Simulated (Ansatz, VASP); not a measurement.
**One calculation of MgO, two programs**

```xyz
2
Lattice="0.0000 1.8234 1.8234 1.8234 0.0000 1.8234 1.8234 1.8234 0.0000" Properties=species:S:1:pos:R:3 pbc="T T T"
Mg    0.0000    0.0000    0.0000
O     1.8234    1.8234    1.8234
```

Alike in both runs: task single point; functional LDA; k mesh 10 × 10 × 10; no spin polarisation.

```csv
,VASP,Ansatz
version,VASP 6.6.1,Ansatz 0.2.0
potentials or method,"VASP PAW LDA potentials, release 64 (Mg, O), cutoff 600 eV","scalar-relativistic, plane waves, PAW"
occupations,"gaussian, width 0.01 eV",fixed
valence electrons in the cell,8,16
```

|  | VASP | Ansatz | Ansatz less VASP |
| --- | --- | --- | --- |
| gap on the k mesh at the Fermi level (eV) | 8.86 | 8.94 | +0.073 |
| least direct gap on the mesh (eV) | 10.18 | 10.15 | -0.031 |

LDA's correlation is that of Perdew and Zunger in VASP and of Perdew and Wang (1992) in Ansatz. VASP's potentials hold 8 valence electrons a cell and Ansatz's 16, so a difference there can come from the potentials and not from the codes.
